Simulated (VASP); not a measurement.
# Hf2Sb4Pb (I4/mmm) in VASP: further runs

Runs on Hf2Sb4Pb. Level: PBEsol. Tasks: single point, relaxation of cell and atoms.

Everything below comes from runs of VASP 6.6.1. Logs are shortened: lines on timing, memory, paths and dates and some standing lists are left out, and cuts for length are marked.

## 1. The cell of the first run

The structure is tetragonal, space group I4/mmm (No. 139). The conventional cell has a = 7.658 Å, b = 7.658 Å, c = 6.001 Å, α = 90.00°, β = 90.00°, γ = 90.00°. Hf (site symmetry -4m2) has 2 Hf at 3.00 Å and 8 Sb at 3.12 Å and 4 Pb at 4.11 Å within 4.2 Å. Within 4.1 Å of Sb (site symmetry m2m) lie 3 Pb at 3.10 to 3.79 Å and 4 Sb at 3.10 to 3.27 Å and 4 Hf at 3.12 Å. Within 4.2 Å of Pb (site symmetry 4/mmm) lie 12 Sb at 3.10 to 3.79 Å and 8 Hf at 4.11 Å.

## 2. Single point, PBEsol

Input file INCAR:

```
SYSTEM = Hf2Sb4Pb
PREC = Accurate
ENCUT = 520
EDIFF = 1E-6
ISMEAR = -1
SIGMA = 0.03
LREAL = .False.
LASPH = .True.
NELM = 100
ALGO = Normal
ISIF = 2
LWAVE = .False.
LCHARG = .False.
GGA = PS
NBANDS = 36
```

Input file KPOINTS:

```
regular mesh
0
Gamma
  4 4 4
  0 0 0
```

Input file POSCAR:

```
Hf2Sb4Pb
1.0
   -3.8287897678      3.8287897678      3.0006630548
    3.8287897678     -3.8287897678      3.0006630548
    3.8287897678      3.8287897678     -3.0006630548
Hf Sb Pb
2 4 1
Direct
    0.7500000000      0.2500000000      0.5000000000
    0.2500000000      0.7500000000      0.5000000000
    0.2863586456      0.2863586456      0.5727172912
    0.7136413544      0.7136413544      0.4272827088
    0.2863586456      0.7136413544      0.0000000000
    0.7136413544      0.2863586456      0.0000000000
    0.0000000000      0.0000000000      0.0000000000
```

Potentials or basis: VASP PAW PBE potentials, release 64 (Hf_pv, Sb, Pb_d).

Run with:

```sh
cat potpaw_PBE.64/Hf_pv/POTCAR potpaw_PBE.64/Sb/POTCAR potpaw_PBE.64/Pb_d/POTCAR > POTCAR
mpirun -np 1 vasp_std > vasp.out
```

OUTCAR:

```text
SYSTEM = Hf2Sb4Pb
   PREC = Accurate
   ENCUT = 520
   EDIFF = 1E-6
   ISMEAR = -1
   LREAL = .False.
   LASPH = .True.
   NELM = 100
   ISIF = 2
   GGA = PS

 ion  position               nearest neighbor table
   1  0.750  0.250  0.500-   2 3.00   2 3.00   4 3.12   3 3.12   6 3.12   6 3.12   5 3.12   5 3.12
                             3 3.12   4 3.12
   2  0.250  0.750  0.500-   1 3.00   1 3.00   4 3.12   3 3.12   5 3.12   5 3.12   6 3.12   6 3.12
                             3 3.12   4 3.12
   3  0.286  0.286  0.573-   7 3.10   4 3.10   4 3.10   2 3.12   1 3.12   1 3.12   2 3.12   5 3.27
                             6 3.27   7 3.79   7 3.79
   4  0.714  0.714  0.427-   7 3.10   3 3.10   3 3.10   2 3.12   1 3.12   2 3.12   1 3.12   5 3.27
                             6 3.27   7 3.79   7 3.79
   5  0.286  0.714  0.000-   7 3.10   6 3.10   6 3.10   1 3.12   2 3.12   2 3.12   1 3.12   3 3.27
                             4 3.27   7 3.79   7 3.79
   6  0.714  0.286  0.000-   7 3.10   5 3.10   5 3.10   2 3.12   1 3.12   1 3.12   2 3.12   3 3.27
                             4 3.27   7 3.79   7 3.79
   7  0.000  0.000  0.000-   3 3.10   4 3.10   6 3.10   5 3.10   6 3.79   5 3.79   6 3.79   5 3.79
                             4 3.79   3 3.79   3 3.79   4 3.79

  LATTYP: Found a body centered tetragonal cell.
 ALAT       =     7.6575795356
 C/A-ratio  =     0.7837105814

  Lattice vectors:

 A1 = (  -3.8287897678,   3.8287897678,   3.0006630548)
 A2 = (   3.8287897678,  -3.8287897678,   3.0006630548)
 A3 = (   3.8287897678,   3.8287897678,  -3.0006630548)

Analysis of symmetry for initial positions (statically):
=====================================================================
 Subroutine PRICEL returns:
 Original cell was already a primitive cell.

 Routine SETGRP: Setting up the symmetry group for a
 body centered tetragonal supercell.

 Subroutine GETGRP returns: Found 16 space group operations
 (whereof 16 operations were pure point group operations)
 out of a pool of 16 trial point group operations.

The static configuration has the point symmetry D_4h.

Analysis of symmetry for dynamics (positions and initial velocities):
=====================================================================
 Subroutine PRICEL returns:
 Original cell was already a primitive cell.

 Routine SETGRP: Setting up the symmetry group for a
 body centered tetragonal supercell.

 Subroutine GETGRP returns: Found 16 space group operations
 (whereof 16 operations were pure point group operations)
 out of a pool of 16 trial point group operations.

The dynamic configuration has the point symmetry D_4h.

 Subroutine INISYM returns: Found 16 space group operations
 (whereof 16 operations are pure point group operations),
 and found     1 'primitive' translations

----------------------------------------------------------------------------------------

                                     Primitive cell

  volume of cell :     175.9545

  direct lattice vectors                    reciprocal lattice vectors
    -3.828789768  3.828789768  3.000663055     0.000000000  0.130589568  0.166629838
     3.828789768 -3.828789768  3.000663055     0.130589568  0.000000000  0.166629838
     3.828789768  3.828789768 -3.000663055     0.130589568  0.130589568  0.000000000

  length of vectors
     6.190576786  6.190576786  6.190576786     0.211705310  0.211705310  0.184681538

  position of ions in fractional coordinates (direct lattice)
     0.750000000  0.250000000  0.500000000
     0.250000000  0.750000000  0.500000000
     0.286358646  0.286358646  0.572717291
     0.713641354  0.713641354  0.427282709
     0.286358646  0.713641354  0.000000000
     0.713641354  0.286358646  0.000000000
     0.000000000  0.000000000  0.000000000

  ion indices of the primitive-cell ions
   primitive index   ion index
                 1           1
                 2           2
                 3           3
                 4           4
                 5           5
                 6           6
                 7           7

----------------------------------------------------------------------------------------

 KPOINTS: regular mesh

Automatic generation of k-mesh.
 Grid dimensions read from file:
 generate k-points for:    4    4    4

 Generating k-lattice:

  Cartesian coordinates                     Fractional coordinates (reciprocal lattice)
     0.000000000  0.032647392  0.041657460     0.250000000  0.000000000  0.000000000
     0.032647392  0.000000000  0.041657460     0.000000000  0.250000000  0.000000000
     0.032647392  0.032647392  0.000000000     0.000000000  0.000000000  0.250000000

  Length of vectors
     0.052926327  0.052926327  0.046170384

  Shift w.r.t. Gamma in fractional coordinates (k-lattice)
     0.000000000  0.000000000  0.000000000

 Subroutine IBZKPT returns following result:
 ===========================================

 Found     13 irreducible k-points:

 Following reciprocal coordinates:
            Coordinates               Weight
  0.000000  0.000000  0.000000      1.000000
  0.250000  0.000000  0.000000      8.000000
  0.500000  0.000000  0.000000      4.000000
  0.250000  0.250000  0.000000      8.000000
  0.500000  0.250000  0.000000     16.000000
 -0.250000  0.250000  0.000000      4.000000
  0.500000  0.500000  0.000000      2.000000
  0.250000  0.250000  0.250000      2.000000
 -0.250000  0.250000  0.250000      4.000000
  0.500000  0.500000  0.250000      4.000000
 -0.250000  0.500000  0.250000      8.000000
 -0.250000 -0.250000  0.250000      2.000000
  0.500000  0.500000  0.500000      1.000000
   k-points           NKPTS =     13   k-points in BZ     NKDIM =     13   number of bands    NBANDS=     36
   number of dos      NEDOS =    301   number of ions     NIONS =      7
   total plane-waves  NPLWV = 110592
   dimension x,y,z NGX =    48 NGY =   48 NGZ =   48
   dimension x,y,z NGXF=    96 NGYF=   96 NGZF=   96
   ions per type =               2   4   1
   NGX,Y,Z   is equivalent  to a cutoff of  12.89, 12.89, 12.89 a.u.
   NGXF,Y,Z  is equivalent  to a cutoff of  25.78, 25.78, 25.78 a.u.
 SYSTEM =  Hf2Sb4Pb
   PREC   = accura    normal or accurate (medium, high low for compatibility)
   ISTART =      0    job   : 0-new  1-cont  2-samecut
   ICHARG =      2    charge: 1-file 2-atom 10-const
   ISPIN  =      1    spin polarized calculation?
   LNONCOLLINEAR =      F non collinear calculations
   LSORBIT =      F    spin-orbit coupling
   LASPH  =      T    aspherical Exc in radial PAW
   ENCUT  =  520.0 eV  38.22 Ry    6.18 a.u.  11.51 11.51 11.51*2*pi/ulx,y,z
   NELM   =    100;   NELMIN=  2; NELMDL= -5     # of ELM steps
   EDIFF  = 0.1E-05   stopping-criterion for ELM
   LREAL  =      F    real-space projection
   EDIFFG = 0.1E-04   stopping-criterion for IOM
   NSW    =      0    number of steps for IOM
   IBRION =     -1    ionic relax: 0-MD 1-quasi-New 2-CG
   NFREE  =      0    steps in history (QN), initial steepest desc. (CG)
   ISIF   =      2    stress and relaxation
   ISYM   =      2    0-nonsym 1-usesym 2-fastsym
   POTIM  = 0.5000    time-step for ionic-motion
   TEBEG  =    0.0;   TEEND  =   0.0 temperature during run
   PSTRESS=    0.0 pullay stress
   NELECT =      54.0000    total number of electrons
   NUPDOWN=      -1.0000    fix difference up-down
   EMIN   =  10.00;   EMAX   =-10.00  energy-range for DOS
   EFERMI =   0.00;   METHOD = LEGACY
   ISMEAR =    -1;   SIGMA  =   0.03  broadening in eV -4-tet -1-fermi 0-gaus
   EFERMI_NEDOS =   21; number of points for ismear=-14 and -15
   IALGO  =     38    algorithm
   IMIX   =      4    mixing-type and parameters
     AMIX     =   0.40;   BMIX     =  1.00
     AMIX_MAG =   1.60;   BMIX_MAG =  1.00
  volume/ion in A,a.u.               =      25.14       169.63
  Fermi-wavevector in a.u.,A,eV,Ry     =   1.104263  2.086755 16.590911  1.219398
  Thomas-Fermi vector in A             =   2.240734
   LORBIT       =      0    0 simple, 1 ext, 2 COOP (PROOUT), +10 PAW based schemes
   GGA     = PS    functional components
   LHFCALC =     F    Hartree Fock is set to
   AEXX    =    0.0000 exact exchange contribution
   IVDW    =     0    specifies the selected vdW correction
   LEPSILON=     F    determine dielectric tensor
   LRPA    =     F    only Hartree local field effects (RPA)
 non-spin polarized calculation
  energy-cutoff  :      520.00
  volume of cell :      175.95
 maximum number of plane-waves:      4756
 NGX is ok and might be reduce to    48
   NGX = 23   NGY = 23   NGZ = 23

 number of electron      53.9999997 magnetization

 Free energy of the ion-electron system (eV)
  ---------------------------------------------------
  ext. energy  EPLUGINS =         0.00000000
  ---------------------------------------------------
  free energy    TOTEN  =       -43.48012757 eV

  energy without entropy =      -43.46708272  energy(sigma->0) =      -43.47360514

 E-fermi :   7.9896     XC(G=0): -10.7167

 val. band max:        7.8982124965   @ k =   0.5000   0.5000   0.0000
 cond. band min:       8.0103712752   @ k =   0.5000   0.2500   0.0000
 fundamental gap:      0.1121587787
 Fermi energy:         7.9895830747

 k-point     1 :       0.0000    0.0000    0.0000
  band No.  band energies     occupation
      1     -23.6902      2.00000
      2     -23.6306      2.00000
      3     -23.6306      2.00000
      4     -23.5511      2.00000
      5     -23.5511      2.00000
      6     -23.0052      2.00000
[... 28 lines left out ...]
     35      10.3873      0.00000
     36      11.0949      0.00000

 k-point     2 :       0.2500    0.0000    0.0000
  band No.  band energies     occupation
      1     -23.6189      2.00000
      2     -23.6189      2.00000
      3     -23.5943      2.00000
      4     -23.5627      2.00000
      5     -23.5627      2.00000
      6     -23.1102      2.00000
[... 28 lines left out ...]
     35      10.1706      0.00000
     36      10.3357      0.00000
[... 388 lines left out ...]
     35      10.1769      0.00000
     36      10.7270      0.00000

 k-point    13 :       0.5000    0.5000    0.5000
  band No.  band energies     occupation
      1     -23.6900      2.00000
      2     -23.6323      2.00000
      3     -23.6323      2.00000
      4     -23.5484      2.00000
      5     -23.5484      2.00000
      6     -23.0045      2.00000
[... 28 lines left out ...]
     35      10.8863      0.00000
     36      10.8863      0.00000

------------------------ aborting loop because EDIFF is reached ----------------------------------------

  FORCE on cell =-STRESS in cart. coord.  units (eV):
  Direction    XX          YY          ZZ          XY          YZ          ZX
  --------------------------------------------------------------------------------------
  -------------------------------------------------------------------------------------
  Total       -0.0721951     -0.0721951     -0.0843959      0.0000000      0.0000000      0.0000000
  in kB       -0.6573827     -0.6573827     -0.7684787      0.0000000      0.0000000      0.0000000
  external PRESSURE =      -0.6944147 kB  Pullay stress =       0.0000000 kB

 VOLUME and BASIS-vectors are now :
 -----------------------------------------------------------------------------
  energy-cutoff  :      520.00
  volume of cell :      175.95
      direct lattice vectors                 reciprocal lattice vectors
    -3.828789768  3.828789768  3.000663055     0.000000000  0.130589568  0.166629838
     3.828789768 -3.828789768  3.000663055     0.130589568  0.000000000  0.166629838
     3.828789768  3.828789768 -3.000663055     0.130589568  0.130589568  0.000000000

 POSITION                                       TOTAL-FORCE (eV/Angst)
 -----------------------------------------------------------------------------------
      0.00000      3.82879      1.50033         0.000000      0.000000      0.000000
      3.82879      0.00000      1.50033        -0.000000      0.000000      0.000000
      2.19281      2.19281      0.00000         0.001008      0.001008      0.000000
      1.63598      1.63598      3.00066        -0.001008     -0.001008     -0.000000
      1.63598     -1.63598      3.00066        -0.001008      0.001008      0.000000
     -1.63598      1.63598      3.00066         0.001008     -0.001008     -0.000000
      0.00000      0.00000      0.00000         0.000000      0.000000      0.000000
 -----------------------------------------------------------------------------------
    total drift:                                0.000000     -0.000000      0.000000

  FREE ENERGIE OF THE ION-ELECTRON SYSTEM (eV)
  ---------------------------------------------------
  free  energy   TOTEN  =       -43.4801275683 eV

  energy  without entropy=      -43.4670827217  energy(sigma->0) =      -43.47360514
```

Wall time 70 s (1 thread of Intel Xeon Platinum 8488C (Sapphire Rapids), shared host); peak memory 0.36 GiB.

What came out:

```yaml
Free_energy: -43.4801 eV
Pressure: -0.1 GPa
Band_gap_on_the_k_mesh: zero (bands 27 and 28 overlap by 1.04 eV)
```

Levels at points of the mesh, in eV from the Fermi level:
```
           k point  band 24  band 25  band 26  band 27  band 28  band 29  band 30  band 31
(0.00, 0.00, 0.00)    -2.01    -1.32    -1.32    -1.09    -0.40     0.52     0.52     0.57
(0.50, 0.00, 0.00)    -1.52    -1.23    -0.41     0.12     0.15     0.28     0.61     0.91
(0.50, 0.50, 0.00)    -1.87    -1.41    -0.94    -0.09     0.06     0.12     0.22     1.59
(0.50, 0.50, 0.50)    -1.34    -0.23    -0.23     0.63     0.86     1.08     1.21     1.31
```

Caveat: the PAW data sets were made with another functional, which shifts forces and pressure a little; spin-orbit coupling is left out, which moves the levels of the heavy elements.

(Part 1 of 2 ends here.)
